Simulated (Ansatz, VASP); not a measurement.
# SnO2 in VASP and in Ansatz

```
Sn O
1.0
     4.82770    0.00000    0.00000
     0.00000    4.82770    0.00000
     0.00000    0.00000    3.36751
Sn O
2 4
Cartesian
  0.0000 0.0000 0.0000
  2.4139 2.4139 1.6838
  1.4802 1.4802 0.0000
  0.9337 3.8941 1.6838
  3.3475 3.3475 0.0000
  3.8941 0.9337 1.6838
```

Change from the starting cell: strain +0.000 along x and y, +0.040 along z, atoms carried along.

Alike in both runs: task single point; functional PBE; k mesh 6 × 6 × 8; occupations gaussian, width 0.05 eV; no spin polarisation.

|  | VASP | Ansatz |
| --- | --- | --- |
| version | VASP 6.6.1 | Ansatz 0.2.0 |
| potentials or method | VASP PAW PBE potentials, release 64 (Sn_d, O), cutoff 520 eV | scalar-relativistic, plane waves, PAW |
| valence electrons in the cell | 52 | 52 |

```csv
,VASP,Ansatz,Ansatz less VASP
gap on the k mesh at the Fermi level (eV),0.12,0.13,+0.011
least direct gap on the mesh (eV),0.12,0.13,+0.011
pressure (GPa),-7.0,-7.5,-0.51
"traceless stress, the component that is largest in VASP (GPa)",-5.49,-5.61,-0.122
rms of the force components (eV/Å),0.060,0.062,+0.0016
```

Atom by atom the forces differ by 0.002 eV/Å (rms over components).
